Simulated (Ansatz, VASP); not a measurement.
ScICl2 in VASP and in Ansatz

```xyz
4
Lattice="3.6722 0.0000 0.0000 -1.8361 3.1802 0.0000 0.0000 0.0000 13.2815" Properties=species:S:1:pos:R:3 pbc="T T T"
Sc    0.0000    0.0000    6.6407
I     0.0000    0.0000    0.0000
Cl    0.0000    0.0000    4.3732
Cl    0.0000    0.0000    8.9082
```

Alike in both runs: functional PBE; k mesh 6 × 6 × 2; occupations gaussian, width 0.1 eV; no spin polarisation.

Ansatz relaxed the structure, and its values are those at the end. VASP's run is a single point on that final structure, the one shown.

```csv
,VASP,Ansatz
version,VASP 6.6.1,Ansatz 0.2.0
potentials or method,"VASP PAW PBE potentials, release 64 (Sc_sv, I, Cl), cutoff 520 eV","scalar-relativistic, plane waves, PAW"
valence electrons in the cell,32,42
```

Ansatz gave:

```
gap on the k mesh at the Fermi level (eV) : none
pressure (GPa)                            : 0.0
rms of the force components (eV/Å)        : 0.009
```

**Question.** Which values does VASP return?

**Answer.** gap on the k mesh at the Fermi level (eV): none; pressure (GPa): 0.1; rms of the force components (eV/Å): 0.009.

A gap of «none» marks a metal or a gap that the smearing closes. The functional is the same, so the differences come from potentials, cutoffs and numerics. VASP's potentials hold 32 valence electrons a cell and Ansatz's 42, so a difference there can come from the potentials and not from the codes.

Spin-orbit coupling is off throughout.
